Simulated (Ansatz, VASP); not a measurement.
BiTe: VASP beside Ansatz

File POSCAR:

```
BiTe
1.0
    0.0000000000      3.2350000000      3.2350000000
    3.2350000000      0.0000000000      3.2350000000
    3.2350000000      3.2350000000      0.0000000000
Bi Te
1 1
Direct
    0.0000000000      0.0000000000      0.0000000000
    0.5000000000      0.5000000000      0.5000000000
```

INCAR.step1

```
SYSTEM = BiTe
PREC = Accurate
ENCUT = 600
EDIFF = 1E-5
ISMEAR = -1
SIGMA = 0.05
LREAL = .FALSE.
LASPH = .TRUE.
NELM = 60
ALGO = Normal
LWAVE = .TRUE.
LCHARG = .FALSE.
GGA = PE
NBANDS = 18
```

File INCAR.step2:

```
SYSTEM = BiTe
PREC = Accurate
ENCUT = 600
EDIFF = 1E-6
ISMEAR = -1
SIGMA = 0.05
LREAL = .FALSE.
LASPH = .TRUE.
NELM = 60
ALGO = Normal
ISIF = 3
LWAVE = .FALSE.
LCHARG = .FALSE.
GGA = PE
LHFCALC = .TRUE.
HFSCREEN = 0.2079
PRECFOCK = Normal
IBRION = 2
NSW = 60
EDIFFG = -0.01
ISTART = 1
```

The input KPOINTS:

```
Automatic mesh
0
G
  4 4 4
  0 0 0
```

The input input:

```
crystal:
  lattice:
    - [0.0, 3.235, 3.235]
    - [3.235, 0.0, 3.235]
    - [3.235, 3.235, 0.0]
  atoms:
    - { symbol: Bi, position: [0.0, 0.0, 0.0] }
    - { symbol: Te, position: [0.5, 0.5, 0.5] }
hamiltonian:
  xc: hse06
  pseudopotentials: { kind: paw }
kpoints:
  mp_grid: { grid: [4, 4, 4] }
scf:
  occupations: { method: fermi_dirac, width: 0.05 }
output:
  forces: true
  stress: true
  eigenvalues: true
relax:
  f_tol: 0.01
  max_steps: 40
  cell: { stress_tol: 0.05 }
```

Alike in both runs: task relaxation of cell and atoms; functional HSE06; k mesh 4 × 4 × 4; occupations fermi-dirac, width 0.05 eV; no spin polarisation.

```csv
,VASP,Ansatz
version,VASP 6.6.1,Ansatz 0.2.0
potentials or method,"VASP PAW PBE potentials, release 64 (Bi_d, Te)",Ansatz PAW
plane-wave cutoff (eV),600,420
valence electrons in the cell,21,31
```

Ansatz gave:

| Item | Value |
| --- | --- |
| gap on the k mesh at the Fermi level, each at its own relaxed structure (eV) | none |
| relaxed volume (Å³/atom) | 33.03 |
| relaxed length of the cell vector where the two differ most in proportion (Å) | 4.537 |

Task: Which values does VASP return?

Result: gap on the k mesh at the Fermi level, each at its own relaxed structure (eV): none; relaxed volume (Å³/atom): 32.90; relaxed length of the cell vector where the two differ most in proportion (Å): 4.531.

A gap of «none» marks a metal or a gap that the smearing closes. VASP's potentials hold 21 valence electrons a cell and Ansatz's 31, so a difference there can come from the potentials and not from the codes.

The k mesh is coarse, so the values compare programs but aren't converged. Neither program's run includes spin-orbit coupling. Noted on Ansatz's run: the plane-wave basis is chosen anew once the cell has moved, so the energies of steps on either side of that aren't comparable.
